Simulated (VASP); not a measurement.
Set up this calculation in VASP 6.6.1, as the native input.

* Task: single point
* Functional: PBE
* Potentials or basis: VASP PAW PBE potentials, release 64 (Ni)
* Cutoff: 520 eV
* k mesh: 8 × 8 × 8
* Occupations: gaussian, width 0.1 eV
* Spin: collinear spin, ferromagnetic start
* Starting moments: [2.0] μB
* Dipole correction: no
* Further INCAR settings: ALGO = Normal; EDIFF = 1e-06; NBANDS = 15

The structure of Ni lies in POSCAR:

```
Ni
1.0
    0.0000000000      1.7375729300      1.7375729300
    1.7375729300      0.0000000000      1.7375729300
    1.7375729300      1.7375729300      0.0000000000
Ni
1
Direct
    0.0000000000      0.0000000000      0.0000000000
```

One way to write it, as run:

INCAR

```
SYSTEM = Ni
ALGO     = Normal         ! electronic algorithm
EDIFF    = 1E-6           ! SCF threshold, eV
ENCUT    = 520            ! plane-wave cutoff, eV
GGA      = PE             ! functional
ISIF     = 2              ! what is computed and relaxed
ISMEAR   = 0              ! smearing method
ISPIN    = 2              ! spin polarisation
LASPH    = .True.         ! aspherical terms in the spheres
LCHARG   = .False.        ! write CHGCAR
LMAXMIX  = 4              ! l up to which the mixer works
LORBIT   = 11             ! projections on sites
LREAL    = .False.        ! projectors in reciprocal space
LWAVE    = .False.        ! write WAVECAR
MAGMOM   = 2              ! initial moments
NBANDS   = 15             ! bands
NELM     = 150            ! most SCF steps
PREC     = Accurate       ! precision mode
SIGMA    = 0.1            ! smearing width, eV
```

KPOINTS

```
k-points
0
Gamma
  8 8 8
  0 0 0
```

Potentials or basis: VASP PAW PBE potentials, release 64 (Ni).

Command:

```bash
$ cat potpaw_PBE.64/Ni/POTCAR > POTCAR
$ mpirun -np 1 vasp_std > vasp.out
```

It gave:

* Pressure: 8.3 GPa
* Net moment: 0.70 μB per cell
* Site moments: Ni +0.71 μB
* Valence electrons inside the program's atomic spheres: Ni 9.38

Caveat: the k points lie up to 0.39 Å⁻¹ apart.

It took 20 s on 1 thread of Intel Xeon 8259CL, on a shared host, peak memory 0.13 GiB.
